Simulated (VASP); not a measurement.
# SnO2 (I4_1/amd) in VASP: further runs, part 2 of 2

VASP 6.6.1.

## Step 4: Single point, PBEsol

The input, INCAR:

```
PREC = Accurate ; ENCUT = 520
EDIFF = 1E-6 ; ISMEAR = 0
SIGMA = 0.01 ; LREAL = False
LASPH = True ; NELM = 100
ALGO = Normal ; ISIF = 2
LWAVE = False ; LCHARG = True
GGA = PS ; LELF = True
LVHAR = True ; NBANDS = 35
```

The input, KPOINTS:

```
Automatic mesh
0
Gamma
  10 10 10
```

The input, POSCAR:

```
SnO2
1.0
   -2.0000690000      2.0000690000      5.1236790000
    2.0000690000     -2.0000690000      5.1236790000
    2.0000690000      2.0000690000     -5.1236790000
Sn O
2 4
Direct
    0.7500000000      0.2500000000      0.5000000000
    0.0000000000      0.0000000000      0.0000000000
    0.7965230000      0.7965230000      0.0000000000
    0.9534770000      0.4534770000      0.5000000000
    0.2034770000      0.2034770000      0.0000000000
    0.5465230000      0.0465230000      0.5000000000
```

Potentials or basis: VASP PAW PBE potentials, release 64 (Sn_d, O).

Command:

```console
$ cat potpaw_PBE.64/Sn_d/POTCAR potpaw_PBE.64/O/POTCAR > POTCAR
$ mpirun -np 1 vasp_std > vasp.out
```

OUTCAR:

```text
PREC = Accurate
   ENCUT = 520
   EDIFF = 1E-6
   ISMEAR = 0
   LREAL = False
   LASPH = True
   NELM = 100
   ISIF = 2
   GGA = PS

 ion  position               nearest neighbor table
   1  0.750  0.250  0.500-   3 2.06   5 2.06   3 2.06   5 2.06   4 2.09   6 2.09   2 3.25   2 3.25
                             2 3.25   2 3.25
   2  0.000  0.000  0.000-   6 2.06   4 2.06   6 2.06   4 2.06   3 2.09   5 2.09   1 3.25   1 3.25
                             1 3.25   1 3.25
   3  0.797  0.797  0.000-   1 2.06   1 2.06   2 2.09
   4  0.953  0.453  0.500-   2 2.06   2 2.06   1 2.09
   5  0.203  0.203  0.000-   1 2.06   1 2.06   2 2.09
   6  0.547  0.047  0.500-   2 2.06   2 2.06   1 2.09

  LATTYP: Found a body centered tetragonal cell.
 ALAT       =     4.0001380000
 C/A-ratio  =     2.5617511196

  Lattice vectors:

 A1 = (  -2.0000690000,   2.0000690000,   5.1236790000)
 A2 = (   2.0000690000,  -2.0000690000,   5.1236790000)
 A3 = (   2.0000690000,   2.0000690000,  -5.1236790000)

Analysis of symmetry for initial positions (statically):
=====================================================================
 Subroutine PRICEL returns:
 Original cell was already a primitive cell.

 Routine SETGRP: Setting up the symmetry group for a
 body centered tetragonal supercell.

 Subroutine GETGRP returns: Found 16 space group operations
 (whereof  8 operations were pure point group operations)
 out of a pool of 16 trial point group operations.

The static configuration has the point symmetry D_2d.
 The point group associated with its full space group is D_4h.

Analysis of symmetry for dynamics (positions and initial velocities):
=====================================================================
 Subroutine PRICEL returns:
 Original cell was already a primitive cell.

 Routine SETGRP: Setting up the symmetry group for a
 body centered tetragonal supercell.

 Subroutine GETGRP returns: Found 16 space group operations
[... 134 lines left out ...]
  Fermi-wavevector in a.u.,A,eV,Ry     =   1.406583  2.658056 26.918792  1.978475
  Thomas-Fermi vector in A             =   2.528929
   LORBIT       =      0    0 simple, 1 ext, 2 COOP (PROOUT), +10 PAW based schemes
   GGA     = PS    functional components
   LHFCALC =     F    Hartree Fock is set to
   AEXX    =    0.0000 exact exchange contribution
   IVDW    =     0    specifies the selected vdW correction
   LEPSILON=     F    determine dielectric tensor
   LRPA    =     F    only Hartree local field effects (RPA)
 non-spin polarized calculation
 Gauss-broadening in eV      SIGMA  =   0.01
  energy-cutoff  :      520.00
  volume of cell :       81.98
 maximum number of plane-waves:      2244
 NGX is ok and might be reduce to    48
   NGX = 21   NGY = 21   NGZ = 21

 number of electron      52.0000007 magnetization

 Free energy of the ion-electron system (eV)
  ---------------------------------------------------
  ext. energy  EPLUGINS =         0.00000000
  ---------------------------------------------------
  free energy    TOTEN  =       -39.21882876 eV

  energy without entropy =      -39.21882876  energy(sigma->0) =      -39.21882876

 E-fermi :   3.9688     XC(G=0): -10.5527

 val. band max:        3.9230891146   @ k =  -0.4000   0.4000   0.0000
 cond. band min:       5.4797934096   @ k =   0.0000   0.0000   0.0000
 fundamental gap:      1.5567042950
 Fermi energy:         3.9687551878

 k-point     1 :       0.0000    0.0000    0.0000
  band No.  band energies     occupation
      1     -16.3968      2.00000
      2     -16.3864      2.00000
      3     -16.2474      2.00000
      4     -15.6692      2.00000
      5     -15.5707      2.00000
      6     -15.5707      2.00000
[... 901 lines left out ...]
     34      15.1238      0.00000
     35      16.4873      0.00000

 [... further k-points ...]

------------------------ aborting loop because EDIFF is reached ----------------------------------------

  FORCE on cell =-STRESS in cart. coord.  units (eV):
  Direction    XX          YY          ZZ          XY          YZ          ZX
  --------------------------------------------------------------------------------------
  -------------------------------------------------------------------------------------
  Total        0.7952439      0.7952439      0.3408336      0.0000000      0.0000000      0.0000000
  in kB       15.5410029     15.5410029      6.6607182      0.0000000      0.0000000      0.0000000
  external PRESSURE =      12.5809080 kB  Pullay stress =       0.0000000 kB

 VOLUME and BASIS-vectors are now :
 -----------------------------------------------------------------------------
  energy-cutoff  :      520.00
  volume of cell :       81.98
      direct lattice vectors                 reciprocal lattice vectors
    -2.000069000  2.000069000  5.123679000     0.000000000  0.249991375  0.097586129
     2.000069000 -2.000069000  5.123679000     0.249991375  0.000000000  0.097586129
     2.000069000  2.000069000 -5.123679000     0.249991375  0.249991375  0.000000000

 POSITION                                       TOTAL-FORCE (eV/Angst)
 -----------------------------------------------------------------------------------
      0.00000      2.00007      2.56184         0.000000      0.000000      0.000000
      0.00000      0.00000      0.00000         0.000000      0.000000     -0.000000
      0.00000      0.00000      8.16226        -0.000000      0.000000      0.056115
      0.00000      2.00007      4.64694         0.000000     -0.000000     -0.056115
      0.00000      0.00000      2.08510        -0.000000      0.000000     -0.056115
      0.00000      2.00007      0.47674         0.000000     -0.000000      0.056115
 -----------------------------------------------------------------------------------
    total drift:                                0.000000     -0.000000      0.000000

  FREE ENERGIE OF THE ION-ELECTRON SYSTEM (eV)
  ---------------------------------------------------
  free  energy   TOTEN  =       -39.2188287617 eV

  energy  without entropy=      -39.2188287617  energy(sigma->0) =      -39.21882876
```

OSZICAR:

```text
N       E                     dE             d eps       ncg     rms          rms(c)
DAV:   1     0.650421406587E+03    0.65042E+03   -0.25486E+04  7719   0.224E+03
DAV:   2     0.611804154358E+02   -0.58924E+03   -0.55483E+03  7812   0.607E+02
DAV:   3    -0.393687303367E+02   -0.10055E+03   -0.98651E+02  7730   0.211E+02
DAV:   4    -0.447464360322E+02   -0.53777E+01   -0.53392E+01  8976   0.535E+01
DAV:   5    -0.448910478385E+02   -0.14461E+00   -0.14438E+00  8696   0.919E+00    0.151E+01
DAV:   6    -0.391842293854E+02    0.57068E+01   -0.16241E+01 11466   0.643E+01    0.604E+00
DAV:   7    -0.392682796788E+02   -0.84050E-01   -0.20163E+00  7908   0.767E+00    0.321E+00
DAV:   8    -0.392297513765E+02    0.38528E-01   -0.22077E-01 10886   0.442E+00    0.755E-01
DAV:   9    -0.392177878819E+02    0.11963E-01   -0.49143E-02 11320   0.351E+00    0.138E-01
DAV:  10    -0.392187126534E+02   -0.92477E-03   -0.46543E-03  9941   0.705E-01    0.467E-02
DAV:  11    -0.392188204789E+02   -0.10783E-03   -0.40779E-04 10864   0.202E-01    0.172E-02
DAV:  12    -0.392188327494E+02   -0.12271E-04   -0.53466E-05  9250   0.435E-02    0.173E-02
DAV:  13    -0.392188286172E+02    0.41322E-05   -0.22957E-05 10161   0.687E-02    0.297E-03
DAV:  14    -0.392188287617E+02   -0.14451E-06   -0.17018E-06  6015   0.136E-02
   1 F= -.39218829E+02 E0= -.39218829E+02  d E =-.338601E-13
```

stdout:

```text
POSCAR found type information on POSCAR SnO
 POSCAR found :  2 types and       6 ions
 scaLAPACK will be used
 -----------------------------------------------------------------------------
|                                                                             |
|                                                                             |
|     You enforced a specific xc type in the INCAR file but a different       |
|     I HOPE YOU KNOW WHAT YOU ARE DOING!                                     |
|                                                                             |
 -----------------------------------------------------------------------------

 LDA part: xc-table for (Slater+PW92), standard interpolation
 POSCAR, INCAR and KPOINTS ok, starting setup
 FFT: planning ... GRIDC
 FFT: planning ... GRID_SOFT
 FFT: planning ... GRID
 WAVECAR not read
 entering main loop
```

Wall time 9.9 min (1 thread of Intel Xeon 6975P-C, shared host); peak memory 0.47 GiB.

What came out:

- Free energy: -39.2188 eV
- Pressure: 1.3 GPa
- Largest force: 0.056 eV/Å
- Band gap on the k mesh: 1.56 eV, indirect (least direct gap 1.94 eV)

Forces on the atoms (eV/Å):
```
Sn   0.000  0.000  0.000
Sn   0.000  0.000  0.000
O    0.000  0.000  0.056
O    0.000  0.000 -0.056
O    0.000  0.000 -0.056
O    0.000  0.000  0.056
```

Caveat: the PAW data sets were made with another functional, which shifts forces and pressure a little; spin-orbit coupling is left out, which moves the levels of the heavy elements. A k mesh can miss the band edges.

## Step 5: The runs side by side

```csv
k mesh,gap on the mesh (eV),pressure (GPa),largest force (eV/Å)
4 × 4 × 4,1.56,1.2,0.06
6 × 6 × 6,1.57,1.3,0.06
10 × 10 × 10,1.56,1.3,0.06
```

Alike in all rows: task single point; level PBEsol; potentials or basis VASP PAW PBE potentials, release 64 (Sn_d, O); no spin polarisation; cell as given; cutoff (eV) 520; smearing gaussian 0.01 eV.

Caveats: some runs use coarse meshes; the PAW data sets were made with another functional, which shifts forces and pressure a little; spin-orbit coupling is left out, which moves the levels of the heavy elements.

Total energies depend on the potentials used, so only differences within one code and one set of settings carry meaning.
